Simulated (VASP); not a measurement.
The system is LaS3.

```
CELL_PARAMETERS angstrom
4.06046 0.00000 0.00000
-2.03023 3.51646 0.00000
0.00000 0.00000 8.48279
ATOMIC_POSITIONS crystal
La 0.00000 0.00000 0.00000
S 0.00000 0.00000 0.78431
S 0.00000 0.00000 0.21569
S 0.00000 0.00000 0.50000
```

- Program: VASP 6.6.1
- Task: relaxation of cell and atoms
- Functional: PBE
- Potentials or basis: VASP PAW PBE potentials, release 64 (La, S)
- Cutoff: 500 eV
- k mesh: 6 × 6 × 2
- Occupations: gaussian, width 0.1 eV
- Spin: no spin polarisation

At the start: pressure 41.7 GPa; volume 30.28 Å³/atom.

Problem. How do energy, volume and symmetry change on relaxing?

Solution. Over 19 steps the energy falls by 2912.6 meV/atom and the volume is 31.02 Å³/atom (+2.4 %); space group P6/mmm (No. 191, to 0.05 Å).

Step by step:
| step | energy change (eV) | largest force (eV/Å) | pressure (GPa) | volume (Å³) |
| --- | --- | --- | --- | --- |
| 1 | 0.0000 | 25.7518 | 41.75 | 121.12 |
| 2 | -5.2505 | 2.9462 | 3.76 | 259.69 |
| 3 | -8.5474 | 0.9523 | -5.40 | 178.35 |
| 4 | -8.8682 | 0.6737 | -5.36 | 173.77 |
| 5 | -10.8441 | 1.6415 | -2.85 | 147.44 |
| 6 | -11.3154 | 2.3625 | 1.45 | 134.28 |
| 7 | -11.3138 | 2.3652 | 1.24 | 134.73 |
| 8 | -11.4790 | 0.1442 | -2.97 | 139.52 |
| 9 | -11.5356 | 0.7383 | -1.60 | 137.88 |
| 10 | -11.6231 | 0.3758 | -0.76 | 133.45 |
| 11 | -11.6406 | 0.0319 | 0.01 | 130.53 |
| 12 | -11.6407 | 0.0609 | -0.05 | 130.75 |
| 13 | -11.6440 | 0.0872 | -0.31 | 130.07 |
| 14 | -11.6440 | 0.0942 | -0.32 | 130.04 |
| 15 | -11.6465 | 0.0976 | -0.22 | 128.66 |
| 16 | -11.6494 | 0.1090 | 0.14 | 124.57 |
| 17 | -11.6499 | 0.0298 | -0.08 | 123.82 |
| 18 | -11.6502 | 0.0603 | 0.00 | 124.13 |
| 19 | -11.6504 | 0.0142 | 0.09 | 124.08 |

Final structure:
```cif
data_structure
_symmetry_space_group_name_H-M 'P 1'
_symmetry_Int_Tables_number 1
_cell_length_a 3.8796
_cell_length_b 3.8796
_cell_length_c 9.5195
_cell_angle_alpha 90.000
_cell_angle_beta 90.000
_cell_angle_gamma 120.000
_cell_volume 124.08
loop_
_atom_site_label
_atom_site_type_symbol
_atom_site_fract_x
_atom_site_fract_y
_atom_site_fract_z
_atom_site_occupancy
La1 La 0.00000 0.00000 0.00000 1
S1 S 0.00000 0.00000 0.72432 1
S2 S 0.00000 0.00000 0.27568 1
S3 S 0.00000 0.00000 0.50000 1
```

Caveat: the k points lie up to 0.33 Å⁻¹ apart in the final cell.
